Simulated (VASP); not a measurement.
**Ge: single point with r2SCAN**

Crystal: Ge.

```
Ge
1.0
    -4.00346    0.00000    0.00000
    -2.00173   -3.46709    0.00000
     0.00000    0.00000   13.15265
Ge
8
Direct
  0.00000 0.00000 0.40684
  0.00000 0.00000 0.59316
  0.00000 0.00000 0.90684
  0.00000 0.00000 0.09316
  0.33333 0.33333 0.34412
  0.66667 0.66667 0.65588
  0.66667 0.66667 0.84412
  0.33333 0.33333 0.15588
```

This isn't the form of Ge at room conditions, which is diamond.

- Program: VASP 6.6.1
- Task: single point
- Functional: r2SCAN
- Potentials or basis: VASP PAW PBE potentials, release 64 (Ge_d)
- Cutoff: 520 eV
- k mesh: 10 × 10 × 3
- Occupations: gaussian, width 0.03 eV
- Spin: no spin polarisation
- Dipole correction: no
- Further INCAR settings: ALGO = Normal; EDIFF = 1e-06; NBANDS = 66

```yaml
Pressure: 0.1 GPa
Largest_force: 0.008 eV/Å
Band_gap_on_the_k_mesh: 0.25 eV
```

Forces on the atoms (eV/Å):
```
Ge   0.000  0.000 -0.006
Ge   0.000  0.000  0.006
Ge   0.000  0.000 -0.006
Ge   0.000  0.000  0.006
Ge   0.000  0.000  0.008
Ge   0.000  0.000 -0.008
Ge   0.000  0.000  0.008
Ge   0.000  0.000 -0.008
```

Levels at points of the mesh, in eV from the valence-band top:
```
           k point  band 52  band 53  band 54  band 55  band 56  band 57  band 58  band 59  band 60  band 61
(0.00, 0.00, 0.00)    -0.93    -0.93    -0.15     0.00     0.00     0.25     0.30     0.73     1.06     2.51
(0.50, 0.00, 0.00)    -2.58    -2.56    -2.56    -1.95    -1.56     0.44     0.56     0.80     1.64     1.97
```

Run time: 13 min on 1 thread of AMD EPYC 9R45 96-Core Processor (Zen 5), on a shared host, peak memory 0.42 GiB.

Caveat: the PAW data sets were made with another functional, which shifts forces and pressure a little; an odd mesh through Γ misses points on the zone boundary, where band edges can lie.
